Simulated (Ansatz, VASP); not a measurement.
# Ba: VASP beside Ansatz

```
Ba
1.0
     3.95467    0.00000    0.00000
     0.00000    3.95467    0.00000
     0.00000    0.00000    3.95467
Ba
1
Direct
  0.00000 0.00000 0.00000
```

Alike in both runs: task single point; functional PBEsol; k mesh 9 × 9 × 9; occupations fermi-dirac, width 0.1 eV; no spin polarisation.

|  | VASP | Ansatz |
| --- | --- | --- |
| version | VASP 6.6.1 | Ansatz 0.2.0 |
| potentials or method | VASP PAW PBE potentials, release 64 (Ba_sv), cutoff 520 eV | plane waves (420 eV) with PAW, scalar-relativistic |
| valence electrons in the cell | 10 | 10 |

```csv
,VASP,Ansatz,Ansatz less VASP
pressure (GPa),-0.6,-0.7,-0.12
```

VASP's potentials were made for PBE, not for PBEsol, and Ansatz warns of the same on its side.

Spin-orbit coupling is off throughout.
